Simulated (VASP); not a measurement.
AgCl: electric field gradients with PBEsol

Crystal: AgCl.

```
Ag Cl
1.0
     3.43397   -0.03434   -0.03434
    -0.03434    3.43397   -0.03434
    -0.03434   -0.03434    3.43397
Ag Cl
1 1
Cartesian
  0.0000 0.0000 0.0000
  1.6826 1.6826 1.6826
```

This cell differs from its parent crystal: equal xy, yz and zx shear strains of -2 %.

```json
{
  "Program": "VASP 6.6.1",
  "Task": "electric field gradients",
  "Functional": "PBEsol",
  "Potentials or basis": "VASP PAW PBE potentials, release 64 (Ag, Cl)",
  "Cutoff": "520 eV",
  "k mesh": "9 × 9 × 9",
  "Occupations": "fermi-dirac, width 0.01 eV",
  "Spin": "no spin polarisation",
  "Dipole correction": "no",
  "Further INCAR settings": "ALGO = Normal; EDIFF = 1e-08; NBANDS = 16"
}
```

```yaml
Pressure: -4.7 GPa
Band_gap_on_the_k_mesh: 0.39 eV (least direct gap 1.90 eV)
Largest_electric_field_gradient_by_atom: Ag -9.0; Cl +14.5 V/Å²
```

Stress tensor (GPa, compression positive):
```
-4.65 -0.31 -0.31
-0.31 -4.65 -0.31
-0.31 -0.31 -4.65
```

Levels at points of the mesh, in eV from the valence-band top:
| k point | band 5 | band 6 | band 7 | band 8 | band 9 | band 10 | band 11 | band 12 | band 13 | band 14 |
| --- | --- | --- | --- | --- | --- | --- | --- | --- | --- | --- |
| (0.00, 0.00, 0.00) | -1.82 | -1.82 | -1.65 | -1.51 | -1.51 | 0.39 | 9.27 | 9.27 | 13.32 | 13.32 |

Electric field gradients, principal values (V/Å²):
| atom | least | middle | greatest (by size) |
| --- | --- | --- | --- |
| 1 Ag | 4.494 | 4.494 | -8.988 |
| 2 Cl | -7.258 | -7.258 | 14.517 |

It took 75 s on 1 thread of Intel(R) Xeon(R) Platinum 8175M CPU @ 2.50GHz (Skylake/Cascade Lake), with other jobs on the host, peak memory 0.19 GiB.

Caveat: the cell differs from its parent crystal (equal xy, yz and zx shear strains of -2 %); the cell stands under tension; without QUAD_EFG the Cq values of the log hold for a quadrupole moment of 1 mb, not for the nuclei; the PAW data sets were made with another functional, which shifts forces and pressure a little; an odd mesh through Γ misses points on the zone boundary, where band edges can lie.
